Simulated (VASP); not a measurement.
Input of a VASP 6.6.1 run:

The input INCAR:

```
SYSTEM = TiO2
PREC = Accurate
ENCUT = 600
EDIFF = 1E-6
ISMEAR = 0
SIGMA = 0.02
LREAL = .False.
LASPH = .True.
NELM = 60
ALGO = Normal
ISIF = 3
LWAVE = .False.
LCHARG = .False.
GGA = PS
IBRION = 2
NSW = 100
EDIFFG = -0.005
```

KPOINTS

```
regular mesh
0
Gamma
  6 6 10
  0 0 0
```

POSCAR

```
TiO2
1.0
    4.5922000000      0.0000000000      0.0000000000
    0.0000000000      4.5922000000      0.0000000000
    0.0000000000      0.0000000000      2.9574000000
Ti O
2 4
Direct
    0.0000000000      0.0000000000      0.0000000000
    0.5000000000      0.5000000000      0.5000000000
    0.3049600000      0.3049600000      0.0000000000
    0.1950400000      0.8049600000      0.5000000000
    0.6950400000      0.6950400000      0.0000000000
    0.8049600000      0.1950400000      0.5000000000
```

Potentials or basis: VASP PAW PBE potentials, release 64 (Ti_sv, O).

The run is started by

```bash
$ cat potpaw_PBE.64/Ti_sv/POTCAR potpaw_PBE.64/O/POTCAR > POTCAR
$ mpirun -np 1 vasp_std > vasp.out
```

Q: Estimate the relaxed volume.

A: 10.34 Å³/atom.

Q: Estimate the space group after relaxing (to 0.1 Å).

A: P4_2/mnm (No. 136).

Q: Predict the relaxed cell.

A: a = 4.592 Å, b = 4.592 Å, c = 2.942 Å, α = 90.00°, β = 90.00°, γ = 90.00°.

Final structure:
```cif
data_structure
_symmetry_space_group_name_H-M 'P 1'
_symmetry_Int_Tables_number 1
_cell_length_a 4.5922
_cell_length_b 4.5922
_cell_length_c 2.9419
_cell_angle_alpha 90.000
_cell_angle_beta 90.000
_cell_angle_gamma 90.000
_cell_volume 62.04
loop_
_atom_site_label
_atom_site_type_symbol
_atom_site_fract_x
_atom_site_fract_y
_atom_site_fract_z
_atom_site_occupancy
Ti1 Ti 0.00000 0.00000 0.00000 1
Ti2 Ti 0.50000 0.50000 0.50000 1
O1 O 0.30430 0.30430 0.00000 1
O2 O 0.19570 0.80430 0.50000 1
O3 O 0.69570 0.69570 0.00000 1
O4 O 0.80430 0.19570 0.50000 1
```

Caveat: the PAW data sets were made with another functional, which shifts forces and pressure a little.
